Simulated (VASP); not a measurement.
# Mg8S7 (a cell with a defect) in VASP: further runs

The runs below take Mg8S7 (a cell with a defect) through single point, with PBE.

All numbers are computed with VASP 6.6.1; they aren't measurements. Logs are shortened: lines on timing, memory, paths and dates and some standing lists are left out, and cuts for length are marked.

## 1. The cell of the first run

The cell holds a defect, 15 atoms: a = 8.057 Å, b = 8.057 Å, c = 8.057 Å, α = 60.00°, β = 60.00°, γ = 60.00°.

## 2. Single point, PBE

Input file INCAR:

```
SYSTEM = Mg8S7
  PREC = Accurate
  ENCUT = 520
  EDIFF = 1E-6
  ISMEAR = 0
  SIGMA = 0.05
  LREAL = Auto
  LASPH = .TRUE.
  NELM = 60
  ALGO = Normal
  ISIF = 2
  LWAVE = .FALSE.
  LCHARG = .FALSE.
  GGA = PE
  NBANDS = 42
```

Input file KPOINTS:

```
Automatic mesh
0
G
  4 4 4
  0 0 0
```

Input file POSCAR:

```
Mg8S7
1.0
    0.0000000000      5.6972139931     -5.6972139931
   -5.6972139931      0.0000000000     -5.6972139931
   -5.6972139931      5.6972139931      0.0000000000
Mg S
8 7
Direct
   -0.0060006523      0.4939993483      0.0180019568
    0.5001491086      0.4995526767      0.0001491080
   -0.0004473239      0.0001491080      0.0001491080
    0.5001491086      0.0001491080      0.0001491080
   -0.0060006523      0.4939993483      0.4939993483
    0.5180019574      0.4939993483      0.4939993483
   -0.0060006523      0.0180019568      0.4939993483
    0.5001491086      0.0001491080      0.4995526767
    0.3741431343      0.3758567789      0.3758567789
    0.8758567795      0.8741431349      0.3758567789
    0.3741432220      0.8741432226      0.3758566911
    0.8758567795      0.3758567789      0.8741431349
    0.3741432220      0.3758566911      0.8741432226
    0.8758566917      0.8741432226      0.8741432226
    0.3749999566      0.8749999572      0.8749999572
```

Potentials or basis: VASP PAW PBE potentials, release 64 (Mg, S).

Run with:

```console
> cat potpaw_PBE.64/Mg/POTCAR potpaw_PBE.64/S/POTCAR > POTCAR
> mpirun -np 1 vasp_std > vasp.out
```

OUTCAR:

```text
SYSTEM = Mg8S7
   PREC = Accurate
   ENCUT = 520
   EDIFF = 1E-6
   ISMEAR = 0
   LREAL = Auto
   LASPH = .TRUE.
   NELM = 60
   ISIF = 2
   GGA = PE

 ion  position               nearest neighbor table
   1  0.994  0.494  0.018-  14 2.50  13 2.50  12 2.50
   2  0.500  0.500  0.000-  15 2.47  12 2.47   9 2.47  13 2.47
   3  1.000  0.000  0.000-  15 2.47  12 2.47  10 2.47  14 2.47
   4  0.500  0.000  0.000-  15 2.47  14 2.47  11 2.47  13 2.47
   5  0.994  0.494  0.494-   9 2.50  10 2.50  12 2.50
   6  0.518  0.494  0.494-  11 2.50  13 2.50   9 2.50
   7  0.994  0.018  0.494-  14 2.50  11 2.50  10 2.50
   8  0.500  0.000  0.500-  15 2.47  10 2.47   9 2.47  11 2.47
   9  0.374  0.376  0.376-   2 2.47   8 2.47   5 2.50   6 2.50
  10  0.876  0.874  0.376-   8 2.47   3 2.47   5 2.50   7 2.50
  11  0.374  0.874  0.376-   4 2.47   8 2.47   7 2.50   6 2.50
  12  0.876  0.376  0.874-   2 2.47   3 2.47   5 2.50   1 2.50
  13  0.374  0.376  0.874-   4 2.47   2 2.47   1 2.50   6 2.50
  14  0.876  0.874  0.874-   4 2.47   3 2.47   1 2.50   7 2.50
  15  0.375  0.875  0.875-   3 2.47   2 2.47   8 2.47   4 2.47

  LATTYP: Found a face centered cubic cell.
 ALAT       =    11.3944279862

  Lattice vectors:

 A1 = (   0.0000000000,   5.6972139931,  -5.6972139931)
 A2 = (  -5.6972139931,   0.0000000000,  -5.6972139931)
 A3 = (  -5.6972139931,   5.6972139931,   0.0000000000)

Analysis of symmetry for initial positions (statically):
=====================================================================
 Subroutine PRICEL returns:
 Original cell was already a primitive cell.

 Routine SETGRP: Setting up the symmetry group for a
 face centered cubic supercell.

 Subroutine GETGRP returns: Found 24 space group operations
 (whereof  6 operations were pure point group operations)
 out of a pool of 48 trial point group operations.

The static configuration has the point symmetry C_3v.
 The point group associated with its full space group is T_d .

Analysis of symmetry for dynamics (positions and initial velocities):
=====================================================================
 Subroutine PRICEL returns:
 Original cell was already a primitive cell.

 Routine SETGRP: Setting up the symmetry group for a
 face centered cubic supercell.

 Subroutine GETGRP returns: Found 24 space group operations
 (whereof  6 operations were pure point group operations)
 out of a pool of 48 trial point group operations.

The dynamic configuration has the point symmetry C_3v.
 The point group associated with its full space group is T_d .

 Subroutine INISYM returns: Found 24 space group operations
 (whereof  6 operations are pure point group operations),
 and found     1 'primitive' translations

----------------------------------------------------------------------------------------

                                     Primitive cell

  volume of cell :     369.8432

  direct lattice vectors                    reciprocal lattice vectors
     0.000000000  5.697213993 -5.697213993     0.087762194  0.087762194 -0.087762194
    -5.697213993  0.000000000 -5.697213993    -0.087762194 -0.087762194 -0.087762194
    -5.697213993  5.697213993  0.000000000    -0.087762194  0.087762194  0.087762194

  length of vectors
     8.057077297  8.057077297  8.057077297     0.152008579  0.152008579  0.152008579

  position of ions in fractional coordinates (direct lattice)
     0.993999348  0.493999348  0.018001957
     0.500149109  0.499552677  0.000149108
     0.999552676  0.000149108  0.000149108
     0.500149109  0.000149108  0.000149108
     0.993999348  0.493999348  0.493999348
     0.518001957  0.493999348  0.493999348
     0.993999348  0.018001957  0.493999348
     0.500149109  0.000149108  0.499552677
     0.374143134  0.375856779  0.375856779
     0.875856779  0.874143135  0.375856779
     0.374143222  0.874143223  0.375856691
     0.875856779  0.375856779  0.874143135
     0.374143222  0.375856691  0.874143223
     0.875856692  0.874143223  0.874143223
     0.374999957  0.874999957  0.874999957

  ion indices of the primitive-cell ions
   primitive index   ion index
                 1           1
                 2           2
                 3           3
                 4           4
                 5           5
                 6           6
                 7           7
                 8           8
                 9           9
                10          10
                11          11
                12          12
                13          13
                14          14
                15          15

----------------------------------------------------------------------------------------

 KPOINTS: Automatic mesh

Automatic generation of k-mesh.
 Grid dimensions read from file:
 generate k-points for:    4    4    4

 Generating k-lattice:

  Cartesian coordinates                     Fractional coordinates (reciprocal lattice)
     0.021940549  0.021940549 -0.021940549     0.250000000  0.000000000  0.000000000
    -0.021940549 -0.021940549 -0.021940549     0.000000000  0.250000000  0.000000000
    -0.021940549  0.021940549  0.021940549     0.000000000  0.000000000  0.250000000

  Length of vectors
     0.038002145  0.038002145  0.038002145

  Shift w.r.t. Gamma in fractional coordinates (k-lattice)
     0.000000000  0.000000000  0.000000000

 Subroutine IBZKPT returns following result:
 ===========================================

 Found      8 irreducible k-points:

 Following reciprocal coordinates:
            Coordinates               Weight
  0.000000  0.000000  0.000000      1.000000
  0.250000  0.000000  0.000000      8.000000
  0.500000  0.000000  0.000000      4.000000
  0.250000  0.250000  0.000000      6.000000
  0.500000  0.250000  0.000000     24.000000
 -0.250000  0.250000  0.000000     12.000000
  0.500000  0.500000  0.000000      3.000000
 -0.250000  0.500000  0.250000      6.000000
   k-points           NKPTS =      8   k-points in BZ     NKDIM =      8   number of bands    NBANDS=     42
   number of dos      NEDOS =    301   number of ions     NIONS =     15
   total plane-waves  NPLWV = 216000
   dimension x,y,z NGX =    60 NGY =   60 NGZ =   60
   dimension x,y,z NGXF=   120 NGYF=  120 NGZF=  120
   ions per type =               8   7
   NGX,Y,Z   is equivalent  to a cutoff of  12.38, 12.38, 12.38 a.u.
   NGXF,Y,Z  is equivalent  to a cutoff of  24.76, 24.76, 24.76 a.u.
 SYSTEM =  Mg8S7
   PREC   = accura    normal or accurate (medium, high low for compatibility)
   ISTART =      0    job   : 0-new  1-cont  2-samecut
   ICHARG =      2    charge: 1-file 2-atom 10-const
   ISPIN  =      1    spin polarized calculation?
   LNONCOLLINEAR =      F non collinear calculations
   LSORBIT =      F    spin-orbit coupling
   LASPH  =      T    aspherical Exc in radial PAW
   ENCUT  =  520.0 eV  38.22 Ry    6.18 a.u.  14.98 14.98 14.98*2*pi/ulx,y,z
   NELM   =     60;   NELMIN=  2; NELMDL= -5     # of ELM steps
   EDIFF  = 0.1E-05   stopping-criterion for ELM
   LREAL  =      T    real-space projection
   EDIFFG = 0.1E-04   stopping-criterion for IOM
   NSW    =      0    number of steps for IOM
   IBRION =     -1    ionic relax: 0-MD 1-quasi-New 2-CG
   NFREE  =      0    steps in history (QN), initial steepest desc. (CG)
   ISIF   =      2    stress and relaxation
   ISYM   =      2    0-nonsym 1-usesym 2-fastsym
   POTIM  = 0.5000    time-step for ionic-motion
   TEBEG  =    0.0;   TEEND  =   0.0 temperature during run
   PSTRESS=    0.0 pullay stress
   NELECT =      58.0000    total number of electrons
   NUPDOWN=      -1.0000    fix difference up-down
   EMIN   =  10.00;   EMAX   =-10.00  energy-range for DOS
   EFERMI =   0.00;   METHOD = LEGACY
   ISMEAR =     0;   SIGMA  =   0.05  broadening in eV -4-tet -1-fermi 0-gaus
   EFERMI_NEDOS =   21; number of points for ismear=-14 and -15
   IALGO  =     38    algorithm
   IMIX   =      4    mixing-type and parameters
     AMIX     =   0.40;   BMIX     =  1.00
     AMIX_MAG =   1.60;   BMIX_MAG =  1.00
  volume/ion in A,a.u.               =      24.66       166.39
  Fermi-wavevector in a.u.,A,eV,Ry     =   0.882832  1.668311 10.604288  0.779393
  Thomas-Fermi vector in A             =   2.003517
   LORBIT       =      0    0 simple, 1 ext, 2 COOP (PROOUT), +10 PAW based schemes
   GGA     = PE    functional components
   LHFCALC =     F    Hartree Fock is set to
   AEXX    =    0.0000 exact exchange contribution
   IVDW    =     0    specifies the selected vdW correction
   LEPSILON=     F    determine dielectric tensor
   LRPA    =     F    only Hartree local field effects (RPA)
 non-spin polarized calculation
 Gauss-broadening in eV      SIGMA  =   0.05
  energy-cutoff  :      520.00
  volume of cell :      369.84
 maximum number of plane-waves:      9977
   NGX = 29   NGY = 29   NGZ = 29

 number of electron      58.0000007 magnetization

 Free energy of the ion-electron system (eV)
  ---------------------------------------------------
  ext. energy  EPLUGINS =         0.00000000
  ---------------------------------------------------
  free energy    TOTEN  =       -59.32567237 eV

  energy without entropy =      -59.32567237  energy(sigma->0) =      -59.32567237

 E-fermi :   2.6574     XC(G=0):  -8.1186

 val. band max:        2.3895774834   @ k =  -0.2500   0.5000   0.2500
 cond. band min:       3.5937628532   @ k =   0.5000   0.5000   0.0000
 fundamental gap:      1.2041853697
 Fermi energy:         2.6574170702

 k-point     1 :       0.0000    0.0000    0.0000
  band No.  band energies     occupation
      1     -10.5572      2.00000
      2      -9.9903      2.00000
      3      -9.9903      2.00000
      4      -9.9903      2.00000
      5      -9.8478      2.00000
      6      -9.7821      2.00000
[... 341 lines left out ...]
     40       7.0003      0.00000
     41       7.4261      0.00000
 [bands above 41 left out]

------------------------ aborting loop because EDIFF is reached ----------------------------------------

  FORCE on cell =-STRESS in cart. coord.  units (eV):
  Direction    XX          YY          ZZ          XY          YZ          ZX
  --------------------------------------------------------------------------------------
  -------------------------------------------------------------------------------------
  Total       -3.9039942     -3.9039942     -3.9039942      0.0000000      0.0000000     -0.0000000
  in kB      -16.9122796    -16.9122796    -16.9122796      0.0000000      0.0000000     -0.0000000
  external PRESSURE =     -16.9122796 kB  Pullay stress =       0.0000000 kB

 VOLUME and BASIS-vectors are now :
 -----------------------------------------------------------------------------
  energy-cutoff  :      520.00
  volume of cell :      369.84
      direct lattice vectors                 reciprocal lattice vectors
     0.000000000  5.697213993 -5.697213993     0.087762194  0.087762194 -0.087762194
    -5.697213993  0.000000000 -5.697213993    -0.087762194 -0.087762194 -0.087762194
    -5.697213993  5.697213993  0.000000000    -0.087762194  0.087762194  0.087762194

 POSITION                                       TOTAL-FORCE (eV/Angst)
 -----------------------------------------------------------------------------------
     -2.91698      5.76559     -8.47745        -0.000317      0.000317      0.000317
     -2.84691      2.85031     -5.69552         0.005901      0.005901      0.005901
     -0.00170      5.69551     -5.69551        -0.005901     -0.005901      0.005901
     -0.00170      2.85031     -2.85031        -0.005901      0.005901     -0.005901
     -5.62884      8.47745     -8.47745         0.000317     -0.000317      0.000317
     -5.62884      5.76559     -5.76559         0.000317      0.000317     -0.000317
     -2.91698      8.47745     -5.76559        -0.000317     -0.000317     -0.000317
     -2.84691      5.69552     -2.85031         0.005901     -0.005901     -0.005901
     -4.28267      4.27291     -4.27291         0.009941      0.000000      0.000000
     -7.12152      7.13128     -9.97012        -0.000000     -0.009941      0.000000
     -7.12152      4.27291     -7.11175        -0.000000      0.000000     -0.009941
     -7.12152      9.97012     -7.13128        -0.000000      0.000000      0.009941
     -7.12152      7.11175     -4.27291        -0.000000      0.009941      0.000000
     -9.96036      9.97012     -9.97012        -0.009941      0.000000      0.000000
     -9.97012      7.12152     -7.12152        -0.000000      0.000000      0.000000
 -----------------------------------------------------------------------------------
    total drift:                                0.000100      0.000705     -0.000837

  FREE ENERGIE OF THE ION-ELECTRON SYSTEM (eV)
  ---------------------------------------------------
  free  energy   TOTEN  =       -59.3256723747 eV

  energy  without entropy=      -59.3256723747  energy(sigma->0) =      -59.32567237
```

It took 2.5 min on 1 thread of AMD EPYC 9R45 (Zen 5), shared host; peak memory 0.46 GiB.

Results:

| Property | Result |
| --- | --- |
| Free energy | -59.3257 eV |
| Pressure | -1.7 GPa |
| Largest force | 0.010 eV/Å |
| Band gap on the k mesh | 1.20 eV |

Forces in eV/Å, atoms in the order of the input:
```
Mg   0.000  0.000  0.000
Mg   0.006  0.006  0.006
Mg  -0.006 -0.006  0.006
Mg  -0.006  0.006 -0.006
Mg   0.000  0.000  0.000
Mg   0.000  0.000  0.000
Mg   0.000  0.000  0.000
Mg   0.006 -0.006 -0.006
S    0.010  0.000  0.000
S    0.000 -0.010  0.000
S    0.000  0.000 -0.010
S    0.000  0.000  0.010
S    0.000  0.010  0.000
S   -0.010  0.000  0.000
S    0.000  0.000  0.000
```

Levels at points of the mesh, in eV from the valence-band top:
| k point | band 25 | band 26 | band 27 | band 28 | band 29 | band 30 | band 31 | band 32 | band 33 | band 34 |
| --- | --- | --- | --- | --- | --- | --- | --- | --- | --- | --- |
| (0.00, 0.00, 0.00) | -2.06 | -1.88 | -1.88 | -1.88 | -1.44 | 2.02 | 2.02 | 2.08 | 2.48 | 3.30 |
| (0.50, 0.00, 0.00) | -2.17 | -2.17 | -1.97 | -1.97 | -0.36 | 1.38 | 2.55 | 2.55 | 3.36 | 3.42 |
| (0.50, 0.50, 0.00) | -2.26 | -2.26 | -2.19 | -2.08 | -0.01 | 1.20 | 2.47 | 2.47 | 3.65 | 3.67 |

## 3. Single point, PBE

Changes to INCAR since step 2:

```diff
@@ -3,3 +3,3 @@
   ENCUT = 520
-  EDIFF = 1E-6
+  EDIFF = 1E-7
   ISMEAR = 0
@@ -8,3 +8,3 @@
   LASPH = .TRUE.
-  NELM = 60
+  NELM = 100
   ALGO = Normal
```

KPOINTS is that of step 2.

Input file POSCAR:

```
Mg8S7
1.0
    0.0000000000      5.6972139931     -5.6972139931
   -5.6972139931      0.0000000000     -5.6972139931
   -5.6972139931      5.6972139931      0.0000000000
Mg S
8 7
Direct
    0.0001491080      0.4995526767      0.0001491080
    0.4939993483      0.4939993483      0.0180019568
    0.0001491080      0.0001491080      0.0001491080
    0.4995526767      0.0001491080      0.0001491080
    0.0180019568      0.4939993483      0.4939993483
    0.4939993483      0.4939993483      0.4939993483
    0.0001491080      0.0001491080      0.4995526767
    0.4939993483      0.0180019568      0.4939993483
   -0.1258568663      0.3758567789      0.3758567789
    0.8741432226      0.8741432226      0.3758566911
    0.3758567789      0.8741431349      0.3758567789
    0.8741432226      0.3758566911      0.8741432226
    0.3758567789      0.3758567789      0.8741431349
    0.8749999572      0.8749999572      0.8749999572
    0.3758566911      0.8741432226      0.8741432226
```

Potentials or basis: VASP PAW PBE potentials, release 64 (Mg, S).

Run with:

```console
> cat potpaw_PBE.64/Mg/POTCAR potpaw_PBE.64/S/POTCAR > POTCAR
> mpirun -np 1 vasp_std > vasp.out
```

OUTCAR:

```text
SYSTEM = Mg8S7
   PREC = Accurate
   ENCUT = 520
   EDIFF = 1E-7
   ISMEAR = 0
   LREAL = Auto
   LASPH = .TRUE.
   NELM = 100
   ISIF = 2
   GGA = PE

 ion  position               nearest neighbor table
   1  0.000  0.500  0.000-  14 2.47  13 2.47   9 2.47  12 2.47
   2  0.494  0.494  0.018-  12 2.50  15 2.50  13 2.50
   3  0.000  0.000  0.000-  14 2.47  12 2.47  10 2.47  15 2.47
   4  0.500  0.000  0.000-  14 2.47  13 2.47  11 2.47  15 2.47
[... 578 lines left out ...]
  energy-cutoff  :      520.00
  volume of cell :      369.84
      direct lattice vectors                 reciprocal lattice vectors
     0.000000000  5.697213993 -5.697213993     0.087762194  0.087762194 -0.087762194
    -5.697213993  0.000000000 -5.697213993    -0.087762194 -0.087762194 -0.087762194
    -5.697213993  5.697213993  0.000000000    -0.087762194  0.087762194  0.087762194

 POSITION                                       TOTAL-FORCE (eV/Angst)
 -----------------------------------------------------------------------------------
     -2.84691      0.00170     -2.84691         0.005897      0.005897      0.005897
     -2.91698      2.91698     -5.62884        -0.000316      0.000316      0.000316
     -0.00170      0.00170     -0.00170        -0.005897      0.005897     -0.005897
     -0.00170      2.84691     -2.84691        -0.005897     -0.005897      0.005897
     -5.62884      2.91698     -2.91698         0.000316      0.000316     -0.000316
     -5.62884      5.62884     -5.62884         0.000316     -0.000316      0.000316
     -2.84691      2.84691     -0.00170         0.005897     -0.005897     -0.005897
     -2.91698      5.62884     -2.91698        -0.000316     -0.000316     -0.000316
     -4.28267      7.12152     -7.12152         0.009931     -0.000000      0.000000
     -7.12152      7.12152     -9.96036         0.000000     -0.000000     -0.009931
     -7.12152      4.28267     -7.12152         0.000000     -0.009931      0.000000
     -7.12152      9.96036     -7.12152         0.000000      0.009931      0.000000
     -7.12152      7.12152     -4.28267         0.000000     -0.000000      0.009931
     -9.97012      9.97012     -9.97012         0.000000     -0.000000      0.000000
     -9.96036      7.12152     -7.12152        -0.009931     -0.000000      0.000000
 -----------------------------------------------------------------------------------
    total drift:                                0.000513     -0.000509      0.000509

  FREE ENERGIE OF THE ION-ELECTRON SYSTEM (eV)
  ---------------------------------------------------
  free  energy   TOTEN  =       -59.3256722341 eV

  energy  without entropy=      -59.3256722341  energy(sigma->0) =      -59.32567223
```

OSZICAR:

```text
N       E                     dE             d eps       ncg     rms          rms(c)
DAV:   1     0.272354233659E+03    0.27235E+03   -0.21638E+04   672   0.111E+03
DAV:   2    -0.297418014234E+02   -0.30210E+03   -0.29181E+03   908   0.175E+02
DAV:   3    -0.627444340120E+02   -0.33003E+02   -0.32858E+02   832   0.633E+01
[... 11 lines left out ...]
DAV:  15    -0.593256734753E+02   -0.13175E-05   -0.89543E-06   836   0.119E-02    0.239E-02
DAV:  16    -0.593256739502E+02   -0.47490E-06   -0.12391E-05   796   0.115E-02    0.132E-02
DAV:  17    -0.593256719733E+02    0.19769E-05   -0.91558E-06   762   0.103E-02    0.106E-02
DAV:  18    -0.593256721843E+02   -0.21094E-06   -0.11165E-06   734   0.388E-03    0.582E-03
DAV:  19    -0.593256722341E+02   -0.49814E-07   -0.27170E-08   374   0.635E-04
   1 F= -.59325672E+02 E0= -.59325672E+02  d E =-.116514E-14
```

It took 2.4 min on 1 thread of AMD EPYC 9R45 (Zen 5), shared host; peak memory 0.46 GiB.

What came out:

| Item | Value |
| --- | --- |
| Free energy | -59.3257 eV |
| Pressure | -1.7 GPa |
| Largest force | 0.010 eV/Å |
| Band gap on the k mesh | 1.20 eV |

Forces on the atoms (eV/Å):
```
Mg   0.006  0.006  0.006
Mg   0.000  0.000  0.000
Mg  -0.006  0.006 -0.006
Mg  -0.006 -0.006  0.006
Mg   0.000  0.000  0.000
Mg   0.000  0.000  0.000
Mg   0.006 -0.006 -0.006
Mg   0.000  0.000  0.000
S    0.010  0.000  0.000
S    0.000  0.000 -0.010
S    0.000 -0.010  0.000
S    0.000  0.010  0.000
S    0.000  0.000  0.010
S    0.000  0.000  0.000
S   -0.010  0.000  0.000
```

[end of part 1 of 2]
